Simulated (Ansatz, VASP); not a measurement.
## One calculation of In3GaAs4, two programs

```xyz
8
Lattice="-3.0295 3.0295 6.0498 3.0295 -3.0295 6.0498 3.0295 3.0295 -6.0498" Properties=species:S:1:pos:R:3 pbc="T T T"
Ga    0.0000    0.0000    0.0000
As    1.4365    1.4365    1.4510
As    1.5930   -1.5930    4.5988
As    1.5930    1.5930    7.5008
As   -1.5930    1.5930    4.5988
In    0.0000    3.0295    3.0249
In    0.0000    0.0000    6.0498
In    3.0295    0.0000    3.0249
```

Alike in both runs: task single point; functional r2SCAN; k mesh 6 × 6 × 6; occupations fermi-dirac, width 0.02 eV; no spin polarisation.

```csv
,VASP,Ansatz
version,VASP 6.6.1,Ansatz 0.2.0
potentials or method,"VASP PAW PBE potentials, release 64 (Ga_d, As, In_d)","plane waves, PAW"
plane-wave cutoff (eV),520,500
valence electrons in the cell,72,112
```

|  | VASP | Ansatz | Ansatz less VASP |
| --- | --- | --- | --- |
| pressure (GPa) | -1.7 | -1.7 | -0.02 |
| rms of the force components (eV/Å) | 0.007 | 0.006 | -0.0012 |

VASP's potentials were made for PBE, not for r2SCAN. VASP's potentials hold 72 valence electrons a cell and Ansatz's 112, so a difference there can come from the potentials and not from the codes.
